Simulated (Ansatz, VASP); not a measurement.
## One calculation of V, two programs

```xyz
8
Lattice="4.8333 0.0000 0.0000 0.0000 4.8333 0.0000 0.0000 0.0000 4.8333" Properties=species:S:1:pos:R:3 pbc="T T T"
V     0.0000    4.8333    0.0000
V     2.4166    2.4166    2.4166
V     1.2083    0.0000    2.4166
V     3.6250    4.8333    2.4166
V     2.4166    1.2083    4.8333
V     2.4166    3.6250    0.0000
V     4.8333    2.4166    1.2083
V     4.8333    2.4166    3.6250
```

Alike in both runs: functional BLYP; k mesh 5 × 5 × 5; occupations fermi-dirac, width 0.1 eV; no spin polarisation.

Ansatz relaxed the structure, and its values are those at the end. VASP's run is a single point on that final structure, the one shown.

|  | VASP | Ansatz |
| --- | --- | --- |
| version | VASP 6.6.1 | Ansatz 0.2.0 |
| potentials or method | VASP PAW PBE potentials, release 64 (V_sv), cutoff 520 eV | plane waves (420 eV) with PAW, scalar-relativistic |
| valence electrons in the cell | 104 | 104 |

VASP gave:

| Property | Result |
| --- | --- |
| pressure (GPa) | 0.3 |

**Question.** Estimate Ansatz's values.

**Answer.** Pressure (GPa): 0.0.

VASP's potentials were made for PBE, not for BLYP.
